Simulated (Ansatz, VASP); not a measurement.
# AsPt in VASP and in Ansatz

The input INCAR:

```
ALGO = Normal
EDIFF = 1E-6
EDIFFG = -0.01
ENCUT = 600
GGA = PE
IBRION = 2
ISIF = 3
ISMEAR = 0
LASPH = True
LCHARG = False
LREAL = False
LWAVE = False
NELM = 100
NSW = 100
PREC = Accurate
SIGMA = 0.1
```

Contents of KPOINTS:

```
k-points
0
Gamma
  12 12 12
```

POSCAR

```
AsPt
1.0
    0.0000000000      3.2379034102      3.2379034102
    3.2379034102      0.0000000000      3.2379034102
    3.2379034102      3.2379034102      0.0000000000
As Pt
2 2
Direct
    0.5000000000      0.5000000000      0.5000000000
    0.7500000000      0.7500000000      0.7500000000
    0.0000000000      0.0000000000      0.0000000000
    0.2500000000      0.2500000000      0.2500000000
```

Input for Ansatz:

```yaml
crystal:
  lattice:
    - [0.0, 3.2379034102, 3.2379034102]
    - [3.2379034102, 0.0, 3.2379034102]
    - [3.2379034102, 3.2379034102, 0.0]
  atoms:
    - { symbol: As, position: [0.5, 0.5, 0.5] }
    - { symbol: As, position: [0.75, 0.75, 0.75] }
    - { symbol: Pt, position: [0.0, 0.0, 0.0] }
    - { symbol: Pt, position: [0.25, 0.25, 0.25] }
basis:
  ecutwfc: 420
kpoints:
  mp_grid: { grid: [12, 12, 12] }
hamiltonian:
  xc: pbe
scf:
  occupations: { method: gaussian, width: 0.1 }
output:
  forces: true
  stress: true
  eigenvalues: true
relax:
  adjacent_minimum: "off"
  f_tol: 0.01
  max_steps: 80
  cell: { stress_tol: 0.05 }
```

Alike in both runs: task relaxation of cell and atoms; functional PBE; k mesh 12 × 12 × 12; occupations gaussian, width 0.1 eV; no spin polarisation.

|  | VASP | Ansatz |
| --- | --- | --- |
| version | VASP 6.6.1 | Ansatz 0.2.0 |
| potentials or method | VASP PAW PBE potentials, release 64 (As, Pt), cutoff 600 eV | scalar-relativistic, plane waves, PAW |
| valence electrons in the cell | 30 | 66 |

VASP gave:

| Item | Value |
| --- | --- |
| gap on the k mesh at the Fermi level, each at its own relaxed structure (eV) | none |
| relaxed volume (Å³/atom) | 17.02 |
| relaxed length of the cell vector where the two differ most in proportion (Å) | 4.583 |

Estimate Ansatz's values.

gap on the k mesh at the Fermi level, each at its own relaxed structure (eV): none; relaxed volume (Å³/atom): 17.02; relaxed length of the cell vector where the two differ most in proportion (Å): 4.584.

A gap of «none» marks a metal or a gap that the smearing closes. VASP's potentials hold 30 valence electrons a cell and Ansatz's 66, so a difference there can come from the potentials and not from the codes.

Neither program's run includes spin-orbit coupling.
